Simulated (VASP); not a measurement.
Set up this calculation in VASP 6.6.1, as the native input.

| Property | Result |
| --- | --- |
| Task | single point |
| Functional | r2SCAN |
| Potentials or basis | VASP PAW PBE potentials, release 64 (W_sv) |
| Cutoff | 550 eV |
| k mesh | 10 × 10 × 10 |
| Occupations | gaussian, width 0.2686 eV |
| Spin | no spin polarisation |
| Dipole correction | no |
| Further INCAR settings | ALGO = Normal; EDIFF = 1e-06; NBANDS = 21 |

W:

```
W
1.0
     0.00000    0.00000    3.21433
     3.21433    0.00000    0.00000
     0.00000    3.21433    0.00000
W
2
Direct
  0.00000 0.00000 0.00000
  0.50000 0.50000 0.50000
```

These files were run (other wordings do the same):

POSCAR

```
W
1.0
    0.0000000000      0.0000000000      3.2143264600
    3.2143264600      0.0000000000      0.0000000000
    0.0000000000      3.2143264600      0.0000000000
W
2
Direct
    0.0000000000      0.0000000000      0.0000000000
    0.5000000000      0.5000000000      0.5000000000
```

INCAR.step1

```
PREC = Accurate
ENCUT = 550
ISMEAR = 0
SIGMA = 0.2686
LREAL = F
LASPH = T
NELM = 120
NBANDS = 21
GGA = PE
ALGO = Normal
EDIFF = 1E-5
LWAVE = T
LCHARG = F
GGA_COMPAT = F
```

INCAR.step2

```
PREC = Accurate
ENCUT = 550
EDIFF = 1E-6
ISMEAR = 0
SIGMA = 0.2686
LREAL = F
LASPH = T
NELM = 120
ALGO = Normal
ISIF = 2
LWAVE = F
LCHARG = T
METAGGA = R2SCAN
LMIXTAU = T
LELF = T
LVHAR = T
NBANDS = 21
ISTART = 1
GGA_COMPAT = F
```

KPOINTS

```
regular mesh
0
Gamma
  10 10 10
```

Potentials or basis: VASP PAW PBE potentials, release 64 (W_sv).

Run with:

```sh
$ cat potpaw_PBE.64/W_sv/POTCAR > POTCAR
$ cp INCAR.step1 INCAR
$ mpirun -np 1 vasp_std > vasp.out
$ cp INCAR.step2 INCAR
$ mpirun -np 1 vasp_std > vasp.out
```

It gave:

```yaml
Pressure: -11.5 GPa
Band_gap_on_the_k_mesh: zero (band 14 reaches 11.07 eV, above the bottom of band 15 at 10.07 eV)
```

Caveat: the PAW data sets were made with another functional, which shifts forces and pressure a little; spin-orbit coupling is left out, which moves the levels of the heavy elements.

Run time: 98 s on 1 thread of AMD EPYC 9R14 (Zen 4), with other jobs on the host, peak memory 0.15 GiB.
